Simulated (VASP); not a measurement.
# Zn3P (Pm-3m) in VASP: notebook

Runs on Zn3P. Level: PBE. Tasks: single point, relaxation of cell and atoms.

All numbers are computed with VASP 6.6.1; they aren't measurements. Logs are shortened: lines on timing, memory, paths and dates and some standing lists are left out, and cuts for length are marked.

## 1. The cell of the first run

It takes space group Pm-3m (No. 221, cubic). The conventional cell has a = 3.962 Å, b = 3.962 Å, c = 3.962 Å, α = 90.00°, β = 90.00°, γ = 90.00°. Zn (site symmetry 4/mmm) has 8 Zn at 2.80 Å and 4 P at 2.80 Å within 3.7 Å. Within 3.7 Å of P (site symmetry m-3m) lie 12 Zn at 2.80 Å.

## 2. Single point, PBE

Contents of INCAR:

```
  PREC = Accurate
  ENCUT = 520
  EDIFF = 1E-6
  ISMEAR = 0
  SIGMA = 0.1
  LREAL = F
  LASPH = T
  NELM = 100
  ALGO = Normal
  ISIF = 2
  LWAVE = F
  LCHARG = T
  GGA = PE
  LELF = T
  LVHAR = T
  NBANDS = 28
```

Contents of KPOINTS:

```
Automatic mesh
0
Gamma
  4 4 4
```

Contents of POSCAR:

```
Zn3P
1.0
    3.9618405409      0.0000000000      0.0000000000
    0.0000000000      3.9618405409      0.0000000000
    0.0000000000      0.0000000000      3.9618405409
Zn P
3 1
Direct
    0.0000000000      0.5000000000      0.5000000000
    0.5000000000      0.0000000000      0.5000000000
    0.5000000000      0.5000000000      0.0000000000
    0.0000000000      0.0000000000      0.0000000000
```

Potentials or basis: VASP PAW PBE potentials, release 64 (Zn, P).

Run with:

```console
> cat potpaw_PBE.64/Zn/POTCAR potpaw_PBE.64/P/POTCAR > POTCAR
> mpirun -np 1 vasp_std > vasp.out
```

OUTCAR:

```text
PREC = Accurate
   ENCUT = 520
   EDIFF = 1E-6
   ISMEAR = 0
   LREAL = F
   LASPH = T
   NELM = 100
   ISIF = 2
   GGA = PE

 ion  position               nearest neighbor table
   1  0.000  0.500  0.500-   2 2.80   3 2.80   4 2.80   3 2.80   4 2.80   2 2.80   4 2.80   4 2.80
                             2 2.80   3 2.80   3 2.80   2 2.80
   2  0.500  0.000  0.500-   1 2.80   3 2.80   4 2.80   3 2.80   4 2.80   1 2.80   3 2.80   3 2.80
                             1 2.80   4 2.80   4 2.80   1 2.80
   3  0.500  0.500  0.000-   1 2.80   2 2.80   4 2.80   1 2.80   2 2.80   2 2.80   4 2.80   2 2.80
                             1 2.80   4 2.80   1 2.80   4 2.80
   4  0.000  0.000  0.000-   1 2.80   2 2.80   3 2.80   1 2.80   2 2.80   1 2.80   3 2.80   1 2.80
                             2 2.80   3 2.80   2 2.80   3 2.80

  LATTYP: Found a simple cubic cell.
 ALAT       =     3.9618405409

  Lattice vectors:

 A1 = (   3.9618405409,   0.0000000000,   0.0000000000)
 A2 = (   0.0000000000,   3.9618405409,   0.0000000000)
 A3 = (   0.0000000000,   0.0000000000,   3.9618405409)

Analysis of symmetry for initial positions (statically):
=====================================================================
 Subroutine PRICEL returns:
 Original cell was already a primitive cell.

 Routine SETGRP: Setting up the symmetry group for a
 simple cubic supercell.

 Subroutine GETGRP returns: Found 48 space group operations
 (whereof 48 operations were pure point group operations)
 out of a pool of 48 trial point group operations.

The static configuration has the point symmetry O_h .

Analysis of symmetry for dynamics (positions and initial velocities):
=====================================================================
 Subroutine PRICEL returns:
 Original cell was already a primitive cell.

 Routine SETGRP: Setting up the symmetry group for a
 simple cubic supercell.

 Subroutine GETGRP returns: Found 48 space group operations
 (whereof 48 operations were pure point group operations)
 out of a pool of 48 trial point group operations.

The dynamic configuration has the point symmetry O_h .

 Subroutine INISYM returns: Found 48 space group operations
 (whereof 48 operations are pure point group operations),
 and found     1 'primitive' translations

----------------------------------------------------------------------------------------

                                     Primitive cell

  volume of cell :      62.1858

  direct lattice vectors                    reciprocal lattice vectors
     3.961840541  0.000000000  0.000000000     0.252407938  0.000000000  0.000000000
     0.000000000  3.961840541  0.000000000     0.000000000  0.252407938  0.000000000
     0.000000000  0.000000000  3.961840541     0.000000000  0.000000000  0.252407938

  length of vectors
     3.961840541  3.961840541  3.961840541     0.252407938  0.252407938  0.252407938

  position of ions in fractional coordinates (direct lattice)
     0.000000000  0.500000000  0.500000000
     0.500000000  0.000000000  0.500000000
     0.500000000  0.500000000  0.000000000
     0.000000000  0.000000000  0.000000000

  ion indices of the primitive-cell ions
   primitive index   ion index
                 1           1
                 2           2
                 3           3
                 4           4

----------------------------------------------------------------------------------------

 KPOINTS: Automatic mesh

Automatic generation of k-mesh.
 Grid dimensions read from file:
 generate k-points for:    4    4    4

 Generating k-lattice:

  Cartesian coordinates                     Fractional coordinates (reciprocal lattice)
     0.063101984  0.000000000  0.000000000     0.250000000  0.000000000  0.000000000
     0.000000000  0.063101984  0.000000000     0.000000000  0.250000000  0.000000000
     0.000000000  0.000000000  0.063101984     0.000000000  0.000000000  0.250000000

  Length of vectors
     0.063101984  0.063101984  0.063101984

  Shift w.r.t. Gamma in fractional coordinates (k-lattice)
     0.000000000  0.000000000  0.000000000

 Subroutine IBZKPT returns following result:
 ===========================================

 Found     10 irreducible k-points:

 Following reciprocal coordinates:
            Coordinates               Weight
  0.000000  0.000000  0.000000      1.000000
  0.250000  0.000000  0.000000      6.000000
  0.500000  0.000000  0.000000      3.000000
  0.250000  0.250000  0.000000     12.000000
  0.500000  0.250000  0.000000     12.000000
  0.500000  0.500000  0.000000      3.000000
  0.250000  0.250000  0.250000      8.000000
  0.500000  0.250000  0.250000     12.000000
  0.500000  0.500000  0.250000      6.000000
  0.500000  0.500000  0.500000      1.000000
   k-points           NKPTS =     10   k-points in BZ     NKDIM =     10   number of bands    NBANDS=     28
   number of dos      NEDOS =    301   number of ions     NIONS =      4
   total plane-waves  NPLWV =  27000
   dimension x,y,z NGX =    30 NGY =   30 NGZ =   30
   dimension x,y,z NGXF=    60 NGYF=   60 NGZF=   60
   ions per type =               3   1
   NGX,Y,Z   is equivalent  to a cutoff of  12.59, 12.59, 12.59 a.u.
   NGXF,Y,Z  is equivalent  to a cutoff of  25.18, 25.18, 25.18 a.u.
 SYSTEM =  unknown system
   PREC   = accura    normal or accurate (medium, high low for compatibility)
   ISTART =      0    job   : 0-new  1-cont  2-samecut
   ICHARG =      2    charge: 1-file 2-atom 10-const
   ISPIN  =      1    spin polarized calculation?
   LNONCOLLINEAR =      F non collinear calculations
   LSORBIT =      F    spin-orbit coupling
   LASPH  =      T    aspherical Exc in radial PAW
   ENCUT  =  520.0 eV  38.22 Ry    6.18 a.u.   7.37  7.37  7.37*2*pi/ulx,y,z
   NELM   =    100;   NELMIN=  2; NELMDL= -5     # of ELM steps
   EDIFF  = 0.1E-05   stopping-criterion for ELM
   LREAL  =      F    real-space projection
   EDIFFG = 0.1E-04   stopping-criterion for IOM
   NSW    =      0    number of steps for IOM
   IBRION =     -1    ionic relax: 0-MD 1-quasi-New 2-CG
   NFREE  =      0    steps in history (QN), initial steepest desc. (CG)
   ISIF   =      2    stress and relaxation
   ISYM   =      2    0-nonsym 1-usesym 2-fastsym
   POTIM  = 0.5000    time-step for ionic-motion
   TEBEG  =    0.0;   TEEND  =   0.0 temperature during run
   PSTRESS=    0.0 pullay stress
   NELECT =      41.0000    total number of electrons
   NUPDOWN=      -1.0000    fix difference up-down
   EMIN   =  10.00;   EMAX   =-10.00  energy-range for DOS
   EFERMI =   0.00;   METHOD = LEGACY
   ISMEAR =     0;   SIGMA  =   0.10  broadening in eV -4-tet -1-fermi 0-gaus
   EFERMI_NEDOS =   21; number of points for ismear=-14 and -15
   IALGO  =     38    algorithm
   IMIX   =      4    mixing-type and parameters
     AMIX     =   0.40;   BMIX     =  1.00
     AMIX_MAG =   1.60;   BMIX_MAG =  1.00
  volume/ion in A,a.u.               =      15.55       104.91
  Fermi-wavevector in a.u.,A,eV,Ry     =   1.424861  2.692597 27.622935  2.030228
  Thomas-Fermi vector in A             =   2.545307
   LORBIT       =      0    0 simple, 1 ext, 2 COOP (PROOUT), +10 PAW based schemes
   GGA     = PE    functional components
   LHFCALC =     F    Hartree Fock is set to
   AEXX    =    0.0000 exact exchange contribution
   IVDW    =     0    specifies the selected vdW correction
   LEPSILON=     F    determine dielectric tensor
   LRPA    =     F    only Hartree local field effects (RPA)
 non-spin polarized calculation
 Gauss-broadening in eV      SIGMA  =   0.10
  energy-cutoff  :      520.00
  volume of cell :       62.19
 maximum number of plane-waves:      1743
 NGX is ok and might be reduce to    30
   NGX = 15   NGY = 15   NGZ = 15

 number of electron      41.0000073 magnetization

 Free energy of the ion-electron system (eV)
  ---------------------------------------------------
  ext. energy  EPLUGINS =         0.00000000
  ---------------------------------------------------
  free energy    TOTEN  =        -8.00681939 eV

  energy without entropy =       -7.98986733  energy(sigma->0) =       -7.99834336

 E-fermi :   4.2059     XC(G=0): -11.3612

 val. band max:        4.1916373227   @ k =   0.2500   0.2500   0.0000
 cond. band min:       4.7884412747   @ k =   0.5000   0.2500   0.0000
 fundamental gap:      0.5968039519
 Fermi energy:         4.2058595189

 k-point     1 :       0.0000    0.0000    0.0000
  band No.  band energies     occupation
      1      -8.1435      2.00000
      2      -3.9303      2.00000
      3      -3.5123      2.00000
      4      -3.5123      2.00000
      5      -3.5123      2.00000
      6      -3.4061      2.00000
[... 20 lines left out ...]
     27      12.6138      0.00000
     28      12.6138      0.00000

 k-point     2 :       0.2500    0.0000    0.0000
  band No.  band energies     occupation
      1      -7.6952      2.00000
      2      -3.8100      2.00000
      3      -3.4874      2.00000
      4      -3.4687      2.00000
      5      -3.4342      2.00000
      6      -3.4342      2.00000
[... 20 lines left out ...]
     27      11.6223      0.00000
     28      11.6223      0.00000

 k-point     3 :       0.5000    0.0000    0.0000
  band No.  band energies     occupation
      1      -7.0053      2.00000
      2      -4.2516      2.00000
      3      -3.4937      2.00000
      4      -3.4176      2.00000
      5      -3.3071      2.00000
      6      -3.3071      2.00000
[... 20 lines left out ...]
     27      12.5888      0.00000
     28      13.4329      0.00000

 k-point     4 :       0.2500    0.2500    0.0000
  band No.  band energies     occupation
      1      -7.2880      2.00000
      2      -3.6971      2.00000
      3      -3.4565      2.00000
      4      -3.4123      2.00000
      5      -3.3765      2.00000
      6      -3.3136      2.00000
[... 20 lines left out ...]
     27      10.4952      0.00000
     28      12.7161      0.00000

 k-point     5 :       0.5000    0.2500    0.0000
  band No.  band energies     occupation
      1      -6.6987      2.00000
      2      -3.8603      2.00000
      3      -3.3835      2.00000
      4      -3.3678      2.00000
      5      -3.3448      2.00000
      6      -3.3429      2.00000
[... 20 lines left out ...]
     27      11.0962      0.00000
     28      11.8647      0.00000

 k-point     6 :       0.5000    0.5000    0.0000
  band No.  band energies     occupation
      1      -6.3053      2.00000
      2      -3.5102      2.00000
      3      -3.5102      2.00000
      4      -3.3814      2.00000
      5      -3.2397      2.00000
      6      -3.1855      2.00000
[... 20 lines left out ...]
     27       9.5778      0.00000
     28      14.2336      0.00000

 k-point     7 :       0.2500    0.2500    0.2500
  band No.  band energies     occupation
      1      -6.9405      2.00000
      2      -3.7821      2.00000
      3      -3.3852      2.00000
      4      -3.3451      2.00000
      5      -3.3451      2.00000
      6      -3.1802      2.00000
[... 20 lines left out ...]
     27      12.3547      0.00000
     28      12.3547      0.00000

 k-point     8 :       0.5000    0.2500    0.2500
  band No.  band energies     occupation
      1      -6.4834      2.00000
      2      -3.7014      2.00000
      3      -3.5282      2.00000
      4      -3.2872      2.00000
      5      -3.2593      2.00000
      6      -3.1346      2.00000
[... 20 lines left out ...]
     27      12.6880      0.00000
     28      14.3624      0.00000

 k-point     9 :       0.5000    0.5000    0.2500
  band No.  band energies     occupation
      1      -6.2429      2.00000
      2      -3.5325      2.00000
      3      -3.5325      2.00000
      4      -3.4534      2.00000
      5      -3.1315      2.00000
      6      -3.1315      2.00000
[... 20 lines left out ...]
     27      14.7147      0.00000
     28      15.4593      0.00000

 k-point    10 :       0.5000    0.5000    0.5000
  band No.  band energies     occupation
      1      -6.1834      2.00000
      2      -3.5771      2.00000
      3      -3.5771      2.00000
      4      -3.5771      2.00000
      5      -3.1210      2.00000
      6      -3.1210      2.00000
[... 20 lines left out ...]
     27      16.8339      0.00000
     28      16.8339      0.00000

------------------------ aborting loop because EDIFF is reached ----------------------------------------

  FORCE on cell =-STRESS in cart. coord.  units (eV):
  Direction    XX          YY          ZZ          XY          YZ          ZX
  --------------------------------------------------------------------------------------
  -------------------------------------------------------------------------------------
  Total        0.1171335      0.1171335      0.1171335     -0.0000000      0.0000000      0.0000000
  in kB        3.0178716      3.0178716      3.0178716     -0.0000000      0.0000000      0.0000000
  external PRESSURE =       3.0178716 kB  Pullay stress =       0.0000000 kB

 VOLUME and BASIS-vectors are now :
 -----------------------------------------------------------------------------
  energy-cutoff  :      520.00
  volume of cell :       62.19
      direct lattice vectors                 reciprocal lattice vectors
     3.961840541  0.000000000  0.000000000     0.252407938  0.000000000  0.000000000
     0.000000000  3.961840541  0.000000000     0.000000000  0.252407938  0.000000000
     0.000000000  0.000000000  3.961840541     0.000000000  0.000000000  0.252407938

 POSITION                                       TOTAL-FORCE (eV/Angst)
 -----------------------------------------------------------------------------------
      0.00000      1.98092      1.98092         0.000000      0.000000      0.000000
      1.98092      0.00000      1.98092         0.000000      0.000000      0.000000
      1.98092      1.98092      0.00000         0.000000      0.000000      0.000000
      0.00000      0.00000      0.00000         0.000000      0.000000      0.000000
 -----------------------------------------------------------------------------------
    total drift:                                0.000000      0.000000     -0.000000

  FREE ENERGIE OF THE ION-ELECTRON SYSTEM (eV)
  ---------------------------------------------------
  free  energy   TOTEN  =        -8.0068193920 eV

  energy  without entropy=       -7.9898673269  energy(sigma->0) =       -7.99834336
```

Run time: 7.6 s. Hardware: 1 thread of Intel Xeon 6975P-C (Granite Rapids), shared host; peak memory 0.17 GiB.

What came out:

```yaml
Free_energy: -8.0068 eV
Pressure: 0.3 GPa
```

Levels at points of the mesh, in eV from the Fermi level:
```csv
k point,band 17,band 18,band 19,band 20,band 21,band 22,band 23,band 24
"(0.00, 0.00, 0.00)",-3.41,-2.95,-2.95,-2.95,0.96,0.96,4.72,4.72
"(0.50, 0.00, 0.00)",-6.62,-1.48,-1.22,-1.22,1.48,1.63,1.63,2.71
"(0.50, 0.50, 0.00)",-5.27,-5.27,-5.07,-0.19,1.74,3.34,3.34,3.86
"(0.50, 0.50, 0.50)",-4.68,-4.68,-4.68,-2.68,-1.87,-1.87,-1.87,8.37
```

Caveat: the k points lie up to 0.40 Å⁻¹ apart.

## 3. Relaxation of cell and atoms, PBE

This run uses another cell than the first one, of 14.53 Å³/atom, 0.934 times its volume.

Contents of INCAR:

```
PREC     = Accurate       # precision mode
ENCUT    = 600            # plane-wave cutoff, eV
EDIFF    = 1E-7           # SCF threshold, eV
ISMEAR   = 0              # smearing method
SIGMA    = 0.1            # smearing width, eV
LREAL    = F              # projectors in reciprocal space
LASPH    = T              # aspherical terms in the spheres
NELM     = 100            # most SCF steps
ALGO     = Normal         # electronic algorithm
ISIF     = 3              # what is computed and relaxed
LWAVE    = F              # write WAVECAR
LCHARG   = F              # write CHGCAR
GGA      = PE             # functional
IBRION   = 2              # ionic algorithm
NSW      = 90             # ionic steps
EDIFFG   = -0.04          # ionic threshold
```

Contents of KPOINTS:

```
regular mesh
0
Gamma
  4 4 4
```

Contents of POSCAR:

```
Zn3P
1.0
    3.8732256922      0.0000000000      0.0000000000
    0.0000000000      3.8732256922      0.0000000000
    0.0000000000      0.0000000000      3.8732256922
Zn P
3 1
Direct
    0.0000000000      0.5000000000      0.5000000000
    0.5000000000      0.0000000000      0.5000000000
    0.5000000000      0.5000000000      0.0000000000
    0.0000000000      0.0000000000      0.0000000000
```

Potentials or basis: VASP PAW PBE potentials, release 64 (Zn, P).

Run with:

```console
> cat potpaw_PBE.64/Zn/POTCAR potpaw_PBE.64/P/POTCAR > POTCAR
> mpirun -np 1 vasp_std > vasp.out
```

Wall time 18 s (1 thread of Intel Xeon 6975P-C (Granite Rapids), shared host); peak memory 0.18 GiB.

Results (log left out):

```
Free energy                            : -8.0052 eV
Relaxed volume                         : 15.61 Å³/atom
Relaxed cell                           : a = 3.967 Å, b = 3.967 Å, c = 3.967 Å, α = 90.00°, β = 90.00°, γ = 90.00°
Space group after relaxing (to 0.05 Å) : Pm-3m (No. 221)
Energy gained by relaxing              : 20.9 meV/atom
Ionic steps                            : 3
Pressure after relaxing                : 0.0 GPa
```

The path:
| step | energy change (eV) | largest force (eV/Å) | pressure (GPa) | volume (Å³) |
| --- | --- | --- | --- | --- |
| 1 | 0.0000 | 0.0000 | 6.61 | 58.11 |
| 2 | -0.0808 | 0.0000 | -1.02 | 63.29 |
| 3 | -0.0836 | 0.0000 | 0.01 | 62.43 |

Final structure:
```
CELL_PARAMETERS angstrom
3.96692 0.00000 0.00000
0.00000 3.96692 0.00000
0.00000 0.00000 3.96692
ATOMIC_POSITIONS crystal
Zn 0.00000 0.50000 0.50000
Zn 0.50000 0.00000 0.50000
Zn 0.50000 0.50000 0.00000
P 0.00000 0.00000 0.00000
```

Levels at points of the mesh, in eV from the Fermi level:
| k point | band 16 | band 17 | band 18 | band 19 | band 20 | band 21 | band 22 | band 23 | band 24 |
| --- | --- | --- | --- | --- | --- | --- | --- | --- | --- |
| (0.00, 0.00, 0.00) | -6.62 | -3.43 | -2.94 | -2.94 | -2.94 | 0.96 | 0.96 | 4.70 | 4.70 |
| (0.50, 0.00, 0.00) | -6.83 | -6.62 | -1.49 | -1.22 | -1.22 | 1.47 | 1.64 | 1.64 | 2.72 |
| (0.50, 0.50, 0.00) | -6.76 | -5.26 | -5.26 | -5.05 | -0.19 | 1.74 | 3.33 | 3.33 | 3.86 |
| (0.50, 0.50, 0.50) | -6.24 | -4.66 | -4.66 | -4.66 | -2.66 | -1.87 | -1.87 | -1.87 | 8.34 |

Caveat: the k points lie up to 0.40 Å⁻¹ apart in the final cell.
